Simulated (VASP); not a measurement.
Wanted: the native input for a VASP 6.6.1 run.

| Property | Result |
| --- | --- |
| Task | single point |
| Functional | PBEsol |
| Potentials or basis | VASP PAW PBE potentials, release 64 (Rb_sv, Br) |
| Cutoff | 520 eV |
| k mesh | 7 × 7 × 7 |
| Occupations | fermi-dirac, width 0.05 eV |
| Spin | no spin polarisation |
| Dipole correction | no |
| Further INCAR settings | ALGO = Normal; EDIFF = 1e-06; NBANDS = 15 |

The structure of RbBr lies in POSCAR:

```
RbBr
1.0
    4.0701441523      0.0000000000      0.0000000000
    0.0000000000      4.0701441523      0.0000000000
    0.0000000000      0.0000000000      4.0701441523
Rb Br
1 1
Direct
    0.0000000000      0.0000000000      0.0000000000
    0.5000000000      0.5000000000      0.5000000000
```

The input as run:

INCAR

```
ALGO = Normal
EDIFF = 1E-6
ENCUT = 520
GGA = PS
ISIF = 2
ISMEAR = -1
LASPH = T
LCHARG = F
LREAL = F
LWAVE = F
NBANDS = 15
NELM = 100
PREC = Accurate
SIGMA = 0.05
```

KPOINTS

```
k-points
0
Gamma
  7 7 7
```

Potentials or basis: VASP PAW PBE potentials, release 64 (Rb_sv, Br).

The run is started by

```bash
$ cat potpaw_PBE.64/Rb_sv/POTCAR potpaw_PBE.64/Br/POTCAR > POTCAR
$ mpirun -np 1 vasp_std > vasp.out
```

It gave:

- Pressure: 0.1 GPa
- Band gap on the k mesh: 4.07 eV (least direct gap 4.20 eV)

Caveat: the PAW data sets were made with another functional, which shifts forces and pressure a little; an odd mesh through Γ misses points on the zone boundary, where band edges can lie.

Wall time 29 s on 1 thread of Intel Xeon 8259CL (shared host), peak memory 0.17 GiB.
